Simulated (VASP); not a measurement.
Nb:

```
CELL_PARAMETERS angstrom
-1.66395 1.66395 1.66395
1.66395 -1.66395 1.66395
1.66395 1.66395 -1.66395
ATOMIC_POSITIONS crystal
Nb 0.00000 0.00000 0.00000
```

```yaml
Program: VASP 6.6.1
Task: relaxation of cell and atoms
Functional: r2SCAN
Dispersion: rVV10
Potentials_or_basis: VASP PAW PBE potentials, release 64 (Nb_sv)
Cutoff: 550 eV
k_mesh: 13 × 13 × 13
Occupations: fermi-dirac, width 0.1 eV
Spin: no spin polarisation
```

At the start: pressure -5.1 GPa; volume 18.43 Å³/atom.

Problem. Where does the relaxation end?

Solution. Over 3 steps the energy falls by 9.3 meV/atom and the volume is 17.87 Å³/atom (-3.0 %); space group Im-3m (No. 229, to 0.1 Å) before and after.

Step by step:
```tsv
step	energy change (eV)	largest force (eV/Å)	pressure (GPa)	volume (Å³)
1	0.0000	0.0000	-5.14	18.43
2	0.0220	0.0000	10.85	16.90
3	-0.0093	0.0000	-0.09	17.87
```

Final structure:
```xyz
1
Lattice="-1.6471 1.6471 1.6471 1.6471 -1.6471 1.6471 1.6471 1.6471 -1.6471" Properties=species:S:1:pos:R:3 pbc="T T T"
Nb    0.0000    0.0000    0.0000
```

Caveat: the PAW data sets were made with another functional, which shifts forces and pressure a little.
